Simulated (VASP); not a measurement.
A run of VASP 6.6.1 is set up as follows.

Contents of INCAR:

```
PREC = Accurate
ENCUT = 520
EDIFF = 1E-7
ISMEAR = 0
SIGMA = 0.1
LREAL = F
LASPH = T
NELM = 100
ALGO = Normal
ISIF = 2
LWAVE = F
LCHARG = T
GGA = PE
LELF = T
LVHAR = T
NBANDS = 23
```

File KPOINTS:

```
regular mesh
0
Gamma
  6 6 2
```

File POSCAR:

```
SiN2
1.0
    2.8529195384      0.0000000000      0.0000000000
   -1.4264597692      2.4707007952      0.0000000000
    0.0000000000      0.0000000000     10.4047476577
Si N
2 4
Direct
    0.3333333333      0.6666666667      0.2500000000
    0.6666666667      0.3333333333      0.7500000000
    0.3333333333      0.6666666667      0.6652313468
    0.6666666667      0.3333333333      0.1652313468
    0.3333333333      0.6666666667      0.8347686532
    0.6666666667      0.3333333333      0.3347686532
```

Potentials or basis: VASP PAW PBE potentials, release 64 (Si, N).

Run with:

```bash
$ cat potpaw_PBE.64/Si/POTCAR potpaw_PBE.64/N/POTCAR > POTCAR
$ mpirun -np 1 vasp_std > vasp.out
```

(1) Estimate the largest force.

(2) What does it give for the pressure?

(3) Estimate the band gap on the k mesh.

## Answers

(1) 0.038 eV/Å.

(2) 0.0 GPa.

(3) 0.96 eV.

Caveat: the k points lie up to 0.42 Å⁻¹ apart; this functional lacks dispersion, which binds layers or chains, so the pressure and a relaxed spacing across them are unreliable.
